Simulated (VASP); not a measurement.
# InPd (Pm-3m) in VASP: further runs, part 2 of 2

VASP 6.6.1. Earlier steps stand in the parts before.

### 5 Single point, PBE0

This run uses another cell than the first one, of 18.56 Å³/atom.

File POSCAR:

```
InPd
1.0
    3.3360556752      0.0000000000      0.0000000000
    0.0000000000      3.3360556752      0.0000000000
    0.0000000000      0.0000000000      3.3360556752
In Pd
1 1
Direct
    0.0000000000      0.0000000000      0.0000000000
    0.5000000000      0.5000000000      0.5000000000
```

File INCAR.step1:

```
  PREC = Accurate
  ENCUT = 520
  EDIFF = 1E-5
  ISMEAR = -1
  SIGMA = 0.05
  LREAL = F
  LASPH = T
  NELM = 100
  ALGO = Normal
  ISIF = 2
  LWAVE = T
  LCHARG = F
  GGA = PE
  NBANDS = 18
```

File INCAR.step2:

```
  PREC = Accurate
  ENCUT = 520
  EDIFF = 1E-6
  ISMEAR = -1
  SIGMA = 0.05
  LREAL = F
  LASPH = T
  NELM = 100
  ALGO = Normal
  ISIF = 2
  LWAVE = F
  LCHARG = F
  GGA = PE
  LHFCALC = T
  AEXX = 0.25
  PRECFOCK = Normal
  ISTART = 1
  NBANDS = 18
```

File KPOINTS:

```
Automatic mesh
0
Gamma
  6 6 6
```

Potentials or basis: VASP PAW PBE potentials, release 64 (In_d, Pd).

Run with:

```sh
$ cat potpaw_PBE.64/In_d/POTCAR potpaw_PBE.64/Pd/POTCAR > POTCAR
$ cp INCAR.step1 INCAR
$ mpirun -np 1 vasp_std > vasp.out
$ cp INCAR.step2 INCAR
$ mpirun -np 1 vasp_std > vasp.out
```

OUTCAR:

```text
PREC = Accurate
   ENCUT = 520
   EDIFF = 1E-6
   ISMEAR = -1
   LREAL = F
   LASPH = T
   NELM = 100
   ISIF = 2
   GGA = PE
   LHFCALC = T
   AEXX = 0.25
   PRECFOCK = Normal
   ISTART = 1

 ion  position               nearest neighbor table
   1  0.000  0.000  0.000-   2 2.89   2 2.89   2 2.89   2 2.89   2 2.89   2 2.89   2 2.89   2 2.89

   2  0.500  0.500  0.500-   1 2.89   1 2.89   1 2.89   1 2.89   1 2.89   1 2.89   1 2.89   1 2.89

  LATTYP: Found a simple cubic cell.
[... 613 lines left out ...]

  FORCE on cell =-STRESS in cart. coord.  units (eV):
  Direction    XX          YY          ZZ          XY          YZ          ZX
  --------------------------------------------------------------------------------------
  -------------------------------------------------------------------------------------
  Total       -1.5042796     -1.5042796     -1.5042796      0.0000000      0.0000000     -0.0000000
  in kB      -64.9141369    -64.9141369    -64.9141369      0.0000000      0.0000000     -0.0000000
  external PRESSURE =     -64.9141369 kB  Pullay stress =       0.0000000 kB

 VOLUME and BASIS-vectors are now :
 -----------------------------------------------------------------------------
  energy-cutoff  :      520.00
  volume of cell :       37.13
      direct lattice vectors                 reciprocal lattice vectors
     3.336055675  0.000000000  0.000000000     0.299755189  0.000000000  0.000000000
     0.000000000  3.336055675  0.000000000     0.000000000  0.299755189  0.000000000
     0.000000000  0.000000000  3.336055675     0.000000000  0.000000000  0.299755189

 POSITION                                       TOTAL-FORCE (eV/Angst)
 -----------------------------------------------------------------------------------
      0.00000      0.00000      0.00000         0.000000      0.000000      0.000000
      1.66803      1.66803      1.66803         0.000000      0.000000      0.000000
 -----------------------------------------------------------------------------------
    total drift:                                0.000000     -0.000000     -0.000000

  FREE ENERGIE OF THE ION-ELECTRON SYSTEM (eV)
  ---------------------------------------------------
  free  energy   TOTEN  =       -11.1295970287 eV

  energy  without entropy=      -11.1275844311  energy(sigma->0) =      -11.12859073
```

OUTCAR.step1:

```text
PREC = Accurate
   ENCUT = 520
   EDIFF = 1E-5
   ISMEAR = -1
   LREAL = F
[... 636 lines left out ...]
      0.00000      0.00000      0.00000         0.000000      0.000000      0.000000
      1.66803      1.66803      1.66803         0.000000      0.000000      0.000000
 -----------------------------------------------------------------------------------
    total drift:                               -0.000000      0.000000      0.000000

  FREE ENERGIE OF THE ION-ELECTRON SYSTEM (eV)
  ---------------------------------------------------
  free  energy   TOTEN  =        -8.7149470995 eV

  energy  without entropy=       -8.7075581249  energy(sigma->0) =       -8.71125261
```

OSZICAR.step1:

```text
N       E                     dE             d eps       ncg     rms          rms(c)
DAV:   1     0.164591498075E+03    0.16459E+03   -0.11207E+04   736   0.166E+03
DAV:   2     0.546701387057E-01   -0.16454E+03   -0.15667E+03   736   0.361E+02
DAV:   3    -0.869557317724E+01   -0.87502E+01   -0.86667E+01   800   0.897E+01
DAV:   4    -0.889611222517E+01   -0.20054E+00   -0.20039E+00   892   0.119E+01
DAV:   5    -0.890444525870E+01   -0.83330E-02   -0.83326E-02   960   0.239E+00    0.555E+00
DAV:   6    -0.875167983325E+01    0.15277E+00   -0.35835E-01   834   0.784E+00    0.263E+00
DAV:   7    -0.872211403133E+01    0.29566E-01   -0.55177E-02   924   0.393E+00    0.128E+00
DAV:   8    -0.871553454579E+01    0.65795E-02   -0.21061E-02   810   0.131E+00    0.349E-01
DAV:   9    -0.871493922761E+01    0.59532E-03   -0.16948E-03   924   0.626E-01    0.623E-02
DAV:  10    -0.871494709954E+01   -0.78719E-05   -0.41242E-05   950   0.849E-02
   1 F= -.87149471E+01 E0= -.87112526E+01  d E =-.738897E-02
```

Run time: 1.6 h. Hardware: 1 thread of Intel Xeon 8259CL, shared host; peak memory 0.19 GiB.

What came out:

| Property | Result |
| --- | --- |
| Free energy | -11.1296 eV |
| Pressure | -6.5 GPa |
| Band gap on the k mesh | zero (an odd number of electrons rules out a gap without spin polarisation) |

Levels at points of the mesh, in eV from the Fermi level:
| k point | band 8 | band 9 | band 10 | band 11 | band 12 | band 13 | band 14 | band 15 |
| --- | --- | --- | --- | --- | --- | --- | --- | --- |
| (0.00, 0.00, 0.00) | -5.15 | -3.48 | -3.48 | -3.48 | 4.91 | 4.91 | 4.91 | 10.19 |
| (0.50, 0.00, 0.00) | -5.10 | -4.46 | -4.46 | -3.56 | -2.18 | 10.26 | 10.26 | 10.54 |
| (0.50, 0.50, 0.00) | -3.92 | -3.92 | -3.01 | -2.90 | -2.90 | 1.61 | 2.99 | 10.23 |
| (0.50, 0.50, 0.50) | -6.03 | -2.94 | -2.94 | 0.33 | 4.32 | 4.32 | 4.32 | 4.83 |

Caveat: the cell stands under tension; the PAW data sets were made with another functional, which shifts forces and pressure a little; spin-orbit coupling is left out, which moves the levels of the heavy elements.

### 6 Single point, PBEsol

File INCAR:

```
  PREC = Accurate
  ENCUT = 520
  EDIFF = 1E-6
  ISMEAR = -1
  SIGMA = 0.05
  LREAL = F
  LASPH = T
  NELM = 80
  ALGO = Normal
  ISIF = 2
  LWAVE = F
  LCHARG = T
  GGA = PS
  LELF = T
  LVHAR = T
  NBANDS = 18
```

File KPOINTS:

```
regular mesh
0
Gamma
  6 6 6
```

File POSCAR:

```
InPd
1.0
    3.2718847800      0.0000000000      0.0000000000
    0.0000000000      3.2718847800      0.0000000000
    0.0000000000      0.0000000000      3.2718847800
In Pd
1 1
Direct
    0.0000000000      0.0000000000      0.0000000000
    0.5000000000      0.5000000000      0.5000000000
```

Potentials or basis: VASP PAW PBE potentials, release 64 (In_d, Pd).

Run with:

```sh
$ cat potpaw_PBE.64/In_d/POTCAR potpaw_PBE.64/Pd/POTCAR > POTCAR
$ mpirun -np 1 vasp_std > vasp.out
```

Wall time 9.6 s (1 thread of Intel Xeon 8259CL, shared host); peak memory 0.14 GiB.

The run converged. Its results:

- Free energy: -9.9700 eV
- Pressure: -2.5 GPa
- Band gap on the k mesh: zero (an odd number of electrons rules out a gap without spin polarisation)

Levels at points of the mesh, in eV from the Fermi level:
| k point | band 9 | band 10 | band 11 | band 12 | band 13 | band 14 |
| --- | --- | --- | --- | --- | --- | --- |
| (0.00, 0.00, 0.00) | -2.31 | -2.31 | -2.31 | 4.16 | 4.16 | 4.16 |
| (0.50, 0.00, 0.00) | -3.30 | -3.30 | -2.39 | -1.16 | 9.52 | 9.52 |
| (0.50, 0.50, 0.00) | -2.72 | -2.37 | -2.37 | -1.73 | 1.42 | 2.41 |
| (0.50, 0.50, 0.50) | -1.69 | -1.69 | -0.12 | 3.74 | 3.74 | 3.74 |

Caveat: the PAW data sets were made with another functional, which shifts forces and pressure a little; spin-orbit coupling is left out, which moves the levels of the heavy elements.

### 7 The runs side by side

```tsv
task	level	cell	k mesh	cutoff (eV)	grid for exact exchange (PRECFOCK)	share of exact exchange	gap on the mesh (eV)	pressure (GPa)	relaxed volume (Å³/atom)
relaxation of cell and atoms	PBEsol	relaxed from a = 3.272 Å, 2 atoms	8 × 8 × 8	600	-	-	none	0.0	17.13
relaxation of cell and atoms	PBEsol+D3(BJ)	relaxed from a = 3.272 Å, 2 atoms	8 × 8 × 8	600	-	-	none	-0.1	16.54
relaxation of cell and atoms	PBEsol+D4	relaxed from a = 3.272 Å, 2 atoms	8 × 8 × 8	600	-	-	none	0.0	16.84
single point	PBE0	a = 3.336 Å, 2 atoms	6 × 6 × 6	520	Normal	0.25	none	-6.5	-
single point	PBEsol	a = 3.272 Å, 2 atoms	6 × 6 × 6	520	-	-	none	-2.5	-
```

Alike in all rows: potentials or basis VASP PAW PBE potentials, release 64 (In_d, Pd); no spin polarisation; smearing fermi-dirac 0.05 eV.

Caveats: the PAW data sets were made with another functional, which shifts forces and pressure a little; spin-orbit coupling is left out, which moves the levels of the heavy elements; the cell stands under tension (at least some runs).

Absolute energies hang on the potentials; compare differences alone.
